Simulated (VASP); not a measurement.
# GaN in VASP: single point with PBE

Aim: the single point of GaN with PBE.

All numbers are computed with VASP 6.6.1; they aren't measurements. Logs are shortened: lines on timing, memory, paths and dates and some standing lists are left out, and cuts for length are marked.

## 1. The cell of the first run

The typed cell holds 4 atoms: a = 3.219 Å, b = 3.219 Å, c = 5.244 Å, α = 90.00°, β = 90.00°, γ = 120.00°.

## 2. Single point, PBE

Input file INCAR:

```
SYSTEM = GaN
PREC     = Accurate       ! precision mode
ENCUT    = 600            ! plane-wave cutoff, eV
EDIFF    = 1E-6           ! SCF threshold, eV
ISMEAR   = 0              ! smearing method
SIGMA    = 0.01           ! smearing width, eV
LREAL    = .FALSE.        ! projectors in reciprocal space
LASPH    = .TRUE.         ! aspherical terms in the spheres
NELM     = 120            ! most SCF steps
ALGO     = Normal         ! electronic algorithm
ISIF     = 2              ! what is computed and relaxed
LWAVE    = .FALSE.        ! write WAVECAR
LCHARG   = .TRUE.         ! write CHGCAR
GGA      = PE             ! functional
LELF     = .TRUE.         ! ELF
LVHAR    = .TRUE.       
NBANDS   = 26             ! bands
GGA_COMPAT= .FALSE.
```

Input file KPOINTS:

```
Automatic mesh
0
G
  10 10 5
  0 0 0
```

Input file POSCAR:

```
GaN
1.0
    3.2186213459      0.0000000000      0.0000000000
   -1.6093106730      2.7874078507      0.0000000000
    0.0000000000      0.0000000000      5.2435339944
Ga N
2 2
Direct
    0.6686631881      0.3312146126      0.4986561764
    0.3312146121      0.6686631881      0.9986561765
    0.6652205910      0.3349016082      0.8763438237
    0.3349016077      0.6652205910      0.3763438237
```

Potentials or basis: VASP PAW PBE potentials, release 64 (Ga_d, N).

Command:

```
$ cat potpaw_PBE.64/Ga_d/POTCAR potpaw_PBE.64/N/POTCAR > POTCAR
$ mpirun -np 1 vasp_std > vasp.out
```

OUTCAR:

```text
SYSTEM = GaN
   PREC = Accurate
   ENCUT = 600
   EDIFF = 1E-6
   ISMEAR = 0
   LREAL = .FALSE.
   LASPH = .TRUE.
   NELM = 120
   ISIF = 2
   GGA = PE

 ion  position               nearest neighbor table
   1  0.669  0.331  0.499-   4 1.96   4 1.96   4 1.97   3 1.98
   2  0.331  0.669  0.999-   3 1.96   3 1.96   3 1.97   4 1.98
   3  0.665  0.335  0.876-   2 1.96   2 1.96   2 1.97   1 1.98
   4  0.335  0.665  0.376-   1 1.96   1 1.96   1 1.97   2 1.98

  LATTYP: Found a hexagonal cell.
 ALAT       =     3.2186213459
 C/A-ratio  =     1.6291242215

  Lattice vectors:

 A1 = (   3.2186213459,   0.0000000000,   0.0000000000)
 A2 = (  -1.6093106730,   2.7874078507,   0.0000000000)
 A3 = (   0.0000000000,   0.0000000000,   5.2435339944)

Analysis of symmetry for initial positions (statically):
=====================================================================
 Subroutine PRICEL returns:
 Original cell was already a primitive cell.

 Routine SETGRP: Setting up the symmetry group for a
 hexagonal supercell.

 Subroutine GETGRP returns: Found  2 space group operations
 (whereof  1 operations were pure point group operations)
 out of a pool of 24 trial point group operations.

The static configuration has the point symmetry C_1 .
 The point group associated with its full space group is C_1h.

Analysis of symmetry for dynamics (positions and initial velocities):
=====================================================================
 Subroutine PRICEL returns:
 Original cell was already a primitive cell.

 Routine SETGRP: Setting up the symmetry group for a
 hexagonal supercell.

 Subroutine GETGRP returns: Found  2 space group operations
 (whereof  1 operations were pure point group operations)
 out of a pool of 24 trial point group operations.

The dynamic configuration has the point symmetry C_1 .
 The point group associated with its full space group is C_1h.

 Subroutine INISYM returns: Found  2 space group operations
 (whereof  1 operations are pure point group operations),
 and found     1 'primitive' translations

----------------------------------------------------------------------------------------

                                     Primitive cell

  volume of cell :      47.0429

  direct lattice vectors                    reciprocal lattice vectors
     3.218621346  0.000000000  0.000000000     0.310692030  0.179378127  0.000000000
    -1.609310673  2.787407851  0.000000000     0.000000000  0.358756254  0.000000000
     0.000000000  0.000000000  5.243533994     0.000000000  0.000000000  0.190711074

  length of vectors
     3.218621346  3.218621346  5.243533994     0.358756254  0.358756254  0.190711074

  position of ions in fractional coordinates (direct lattice)
     0.668663188  0.331214613  0.498656176
     0.331214612  0.668663188  0.998656176
     0.665220591  0.334901608  0.876343824
     0.334901608  0.665220591  0.376343824

  ion indices of the primitive-cell ions
   primitive index   ion index
                 1           1
                 2           2
                 3           3
                 4           4

----------------------------------------------------------------------------------------

 KPOINTS: Automatic mesh

Automatic generation of k-mesh.
 Grid dimensions read from file:
 generate k-points for:   10   10    5

 Generating k-lattice:

  Cartesian coordinates                     Fractional coordinates (reciprocal lattice)
     0.031069203  0.017937813  0.000000000     0.100000000  0.000000000  0.000000000
     0.000000000  0.035875625  0.000000000     0.000000000  0.100000000  0.000000000
     0.000000000  0.000000000  0.038142215     0.000000000  0.000000000  0.200000000

  Length of vectors
     0.035875625  0.035875625  0.038142215

  Shift w.r.t. Gamma in fractional coordinates (k-lattice)
     0.000000000  0.000000000  0.000000000

 Subroutine IBZKPT returns following result:
 ===========================================

 Found    141 irreducible k-points:

 Following reciprocal coordinates:
            Coordinates               Weight
  0.000000  0.000000  0.000000      1.000000
  0.100000 -0.000000  0.000000      4.000000
 -0.100000  0.100000  0.000000      2.000000
  0.200000 -0.000000  0.000000      4.000000
 -0.200000  0.200000  0.000000      2.000000
  0.300000  0.000000  0.000000      4.000000
[... 16 lines left out ...]
  0.200000  0.200000  0.000000      2.000000
 -0.200000  0.400000  0.000000      4.000000
 [... further k-points ...]
   k-points           NKPTS =    141   k-points in BZ     NKDIM =    141   number of bands    NBANDS=     26
   number of dos      NEDOS =    301   number of ions     NIONS =      4
   total plane-waves  NPLWV =  32928
   dimension x,y,z NGX =    28 NGY =   28 NGZ =   42
   dimension x,y,z NGXF=    56 NGYF=   56 NGZF=   84
   ions per type =               2   2
   NGX,Y,Z   is equivalent  to a cutoff of  14.46, 14.46, 13.32 a.u.
   NGXF,Y,Z  is equivalent  to a cutoff of  28.92, 28.92, 26.63 a.u.
 SYSTEM =  GaN
   PREC   = accura    normal or accurate (medium, high low for compatibility)
   ISTART =      0    job   : 0-new  1-cont  2-samecut
   ICHARG =      2    charge: 1-file 2-atom 10-const
   ISPIN  =      1    spin polarized calculation?
   LNONCOLLINEAR =      F non collinear calculations
   LSORBIT =      F    spin-orbit coupling
   LASPH  =      T    aspherical Exc in radial PAW
   ENCUT  =  600.0 eV  44.10 Ry    6.64 a.u.   6.43  6.43 10.47*2*pi/ulx,y,z
   NELM   =    120;   NELMIN=  2; NELMDL= -5     # of ELM steps
   EDIFF  = 0.1E-05   stopping-criterion for ELM
   LREAL  =      F    real-space projection
   EDIFFG = 0.1E-04   stopping-criterion for IOM
   NSW    =      0    number of steps for IOM
   IBRION =     -1    ionic relax: 0-MD 1-quasi-New 2-CG
   NFREE  =      0    steps in history (QN), initial steepest desc. (CG)
   ISIF   =      2    stress and relaxation
   ISYM   =      2    0-nonsym 1-usesym 2-fastsym
   POTIM  = 0.5000    time-step for ionic-motion
   TEBEG  =    0.0;   TEEND  =   0.0 temperature during run
   PSTRESS=    0.0 pullay stress
   NELECT =      36.0000    total number of electrons
   NUPDOWN=      -1.0000    fix difference up-down
   EMIN   =  10.00;   EMAX   =-10.00  energy-range for DOS
   EFERMI =   0.00;   METHOD = LEGACY
   ISMEAR =     0;   SIGMA  =   0.01  broadening in eV -4-tet -1-fermi 0-gaus
   EFERMI_NEDOS =   21; number of points for ismear=-14 and -15
   IALGO  =     38    algorithm
   IMIX   =      4    mixing-type and parameters
     AMIX     =   0.40;   BMIX     =  1.00
     AMIX_MAG =   1.60;   BMIX_MAG =  1.00
  volume/ion in A,a.u.               =      11.76        79.37
  Fermi-wavevector in a.u.,A,eV,Ry     =   1.497422  2.829717 30.507965  2.242272
  Thomas-Fermi vector in A             =   2.609312
   LORBIT       =      0    0 simple, 1 ext, 2 COOP (PROOUT), +10 PAW based schemes
   GGA     = PE    functional components
   LHFCALC =     F    Hartree Fock is set to
   AEXX    =    0.0000 exact exchange contribution
   IVDW    =     0    specifies the selected vdW correction
   LEPSILON=     F    determine dielectric tensor
   LRPA    =     F    only Hartree local field effects (RPA)
 non-spin polarized calculation
 Gauss-broadening in eV      SIGMA  =   0.01
  energy-cutoff  :      600.00
  volume of cell :       47.04
 maximum number of plane-waves:      1591
 NGX is ok and might be reduce to    28
   NGX = 13   NGY = 13   NGZ = 21

 number of electron      36.0000002 magnetization

 Free energy of the ion-electron system (eV)
  ---------------------------------------------------
  ext. energy  EPLUGINS =         0.00000000
  ---------------------------------------------------
  free energy    TOTEN  =       -24.32973947 eV

  energy without entropy =      -24.32973947  energy(sigma->0) =      -24.32973947

 E-fermi :   5.0877     XC(G=0): -11.5138

 val. band max:        5.0111940631   @ k =   0.0000   0.0000   0.0000
 cond. band min:       6.7216541001   @ k =   0.0000   0.0000   0.0000
 fundamental gap:      1.7104600370
 Fermi energy:         5.0876643248

 k-point     1 :       0.0000    0.0000    0.0000
  band No.  band energies     occupation
      1     -10.7281      2.00000
      2      -9.9078      2.00000
      3      -8.4129      2.00000
      4      -8.4023      2.00000
      5      -8.3996      2.00000
      6      -8.3463      2.00000
[... 18 lines left out ...]
     25      16.4621      0.00000
     26      16.5116      0.00000

 k-point     2 :       0.1000   -0.0000    0.0000
  band No.  band energies     occupation
      1     -10.6363      2.00000
      2      -9.8853      2.00000
      3      -8.4052      2.00000
      4      -8.3871      2.00000
      5      -8.3667      2.00000
      6      -8.3342      2.00000
[... 18 lines left out ...]
     25      16.0435      0.00000
     26      16.7080      0.00000

 k-point     3 :      -0.1000    0.1000    0.0000
  band No.  band energies     occupation
      1     -10.6365      2.00000
      2      -9.8855      2.00000
      3      -8.4043      2.00000
      4      -8.3891      2.00000
      5      -8.3653      2.00000
      6      -8.3353      2.00000
[... 18 lines left out ...]
     25      16.1015      0.00000
     26      16.6784      0.00000

 k-point     4 :       0.2000   -0.0000    0.0000
  band No.  band energies     occupation
      1     -10.4010      2.00000
      2      -9.8351      2.00000
      3      -8.3767      2.00000
      4      -8.3583      2.00000
      5      -8.3060      2.00000
      6      -8.2811      2.00000
[... 18 lines left out ...]
     25      16.2088      0.00000
     26      17.1634      0.00000

 k-point     5 :      -0.2000    0.2000    0.0000
  band No.  band energies     occupation
      1     -10.4020      2.00000
      2      -9.8357      2.00000
      3      -8.3750      2.00000
      4      -8.3603      2.00000
      5      -8.3084      2.00000
      6      -8.2798      2.00000
[... 18 lines left out ...]
     25      16.2756      0.00000
     26      17.1622      0.00000

 k-point     6 :       0.3000    0.0000    0.0000
  band No.  band energies     occupation
      1     -10.1377      2.00000
      2      -9.7902      2.00000
      3      -8.3544      2.00000
      4      -8.3372      2.00000
      5      -8.2637      2.00000
      6      -8.2241      2.00000
[... 427 lines left out ...]
 k-point    21 :      -0.1000    0.5000    0.0000
  band No.  band energies     occupation
      1      -9.9056      2.00000
      2      -9.7624      2.00000
      3      -8.3597      2.00000
      4      -8.3241      2.00000
      5      -8.2285      2.00000
      6      -8.2054      2.00000
[... 18 lines left out ...]
     25      17.1551      0.00000
     26      18.2380      0.00000

 k-point    22 :       0.5000    0.4000    0.0000
  band No.  band energies     occupation
      1      -9.9091      2.00000
      2      -9.7622      2.00000
      3      -8.3606      2.00000
      4      -8.3247      2.00000
      5      -8.2301      2.00000
      6      -8.2005      2.00000
[... 18 lines left out ...]
     25      17.1352      0.00000
     26      18.1398      0.00000

 k-point    23 :       0.2000    0.2000    0.0000
  band No.  band energies     occupation
      1     -10.0291      2.00000
      2      -9.7759      2.00000
      3      -8.3627      2.00000
      4      -8.3105      2.00000
      5      -8.2507      2.00000
      6      -8.2223      2.00000
[... 18 lines left out ...]
     25      15.7217      0.00000
     26      18.4890      0.00000

 k-point    24 :      -0.2000    0.4000    0.0000
  band No.  band energies     occupation
      1     -10.0304      2.00000
      2      -9.7766      2.00000
      3      -8.3649      2.00000
      4      -8.3089      2.00000
      5      -8.2520      2.00000
      6      -8.2249      2.00000
[... 18 lines left out ...]
     25      15.6206      0.00000
     26      18.4927      0.00000

 [... further k-points ...]
[... 5 lines left out ...]
  --------------------------------------------------------------------------------------
  -------------------------------------------------------------------------------------
  Total        0.0193819      0.0384887     -0.0883234      0.0165470      0.0032032      0.0018494
  in kB        0.6601047      1.3108406     -3.0080956      0.5635538      0.1090945      0.0629870
  external PRESSURE =      -0.3457168 kB  Pullay stress =       0.0000000 kB

 VOLUME and BASIS-vectors are now :
 -----------------------------------------------------------------------------
  energy-cutoff  :      600.00
  volume of cell :       47.04
      direct lattice vectors                 reciprocal lattice vectors
     3.218621346  0.000000000  0.000000000     0.310692030  0.179378127  0.000000000
    -1.609310673  2.787407851  0.000000000     0.000000000  0.358756254  0.000000000
     0.000000000  0.000000000  5.243533994     0.000000000  0.000000000  0.190711074

 POSITION                                       TOTAL-FORCE (eV/Angst)
 -----------------------------------------------------------------------------------
      1.61915      0.92323      2.61472        -0.051443      0.035091      0.053441
     -0.01003      1.86384      5.23649         0.056111     -0.027006      0.053441
      1.60213      0.93351      4.59514        -0.003296     -0.003487     -0.053441
      0.00737      1.85424      1.97337        -0.001371     -0.004598     -0.053441
 -----------------------------------------------------------------------------------
    total drift:                                0.000005      0.000008      0.000352

  FREE ENERGIE OF THE ION-ELECTRON SYSTEM (eV)
  ---------------------------------------------------
  free  energy   TOTEN  =       -24.3297394749 eV

  energy  without entropy=      -24.3297394749  energy(sigma->0) =      -24.32973947
```

Run time: 3.7 min. Hardware: 1 thread of AMD EPYC 7R43 (Zen 3), shared host; peak memory 0.28 GiB.

Results:

```yaml
Free_energy: -24.3297 eV
Pressure: 0.0 GPa
Largest_force: 0.082 eV/Å
Band_gap_on_the_k_mesh: 1.71 eV
```

Forces in eV/Å, atoms in the order of the input:
```
Ga  -0.051  0.035  0.053
Ga   0.056 -0.027  0.053
N   -0.003 -0.003 -0.053
N   -0.001 -0.005 -0.053
```

Stress tensor (GPa, compression positive):
```
 0.07  0.06  0.01
 0.06  0.13  0.01
 0.01  0.01 -0.30
```
